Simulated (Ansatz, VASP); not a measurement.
One calculation of Cs, two programs

INCAR

```
  ALGO = Normal
  EDIFF = 1E-6
  ENCUT = 500
  GGA = CA
  GGA_COMPAT = F
  ISIF = 2
  ISMEAR = -1
  LASPH = T
  LCHARG = T
  LELF = T
  LREAL = F
  LVHAR = T
  LWAVE = F
  NBANDS = 10
  NELM = 120
  PREC = Accurate
  SIGMA = 0.05
```

KPOINTS

```
k-points
0
Gamma
  6 6 6
```

The input POSCAR:

```
Cs
1.0
   -3.1696337965      3.1696337965      3.1696337965
    3.1696337965     -3.1696337965      3.1696337965
    3.1696337965      3.1696337965     -3.1696337965
Cs
1
Direct
    0.0000000000      0.0000000000      0.0000000000
```

Contents of input.yaml:

```yaml
crystal:
  lattice:
    - [-3.1696337965, 3.1696337965, 3.1696337965]
    - [3.1696337965, -3.1696337965, 3.1696337965]
    - [3.1696337965, 3.1696337965, -3.1696337965]
  atoms:
    - { symbol: Cs, position: [0.0, 0.0, 0.0] }
hamiltonian:
  xc: lda
  pseudopotentials: { kind: paw }
kpoints:
  mp_grid: { grid: [6, 6, 6] }
scf:
  occupations: { method: fermi_dirac, width: 0.05 }
output:
  forces: true
  stress: true
  eigenvalues: true
  write_density: true
  write_potential: true
  elf: true
  volumetric_format: npy
```

Alike in both runs: task single point; functional LDA; k mesh 6 × 6 × 6; occupations fermi-dirac, width 0.05 eV; no spin polarisation.

|  | VASP | Ansatz |
| --- | --- | --- |
| version | VASP 6.6.1 | Ansatz 0.2.0 |
| potentials or method | VASP PAW LDA potentials, release 64 (Cs_sv) | Ansatz PAW |
| plane-wave cutoff (eV) | 500 | 420 |
| valence electrons in the cell | 9 | 9 |

|  | VASP | Ansatz | Ansatz less VASP |
| --- | --- | --- | --- |
| gap on the k mesh at the Fermi level (eV) | none | none | - |
| pressure (GPa) | -0.4 | -0.4 | +0.01 |

LDA's correlation is that of Perdew and Zunger in VASP and of Perdew and Wang (1992) in Ansatz. A gap of «none» marks a metal or a gap that the smearing closes.

Neither program's run includes spin-orbit coupling.
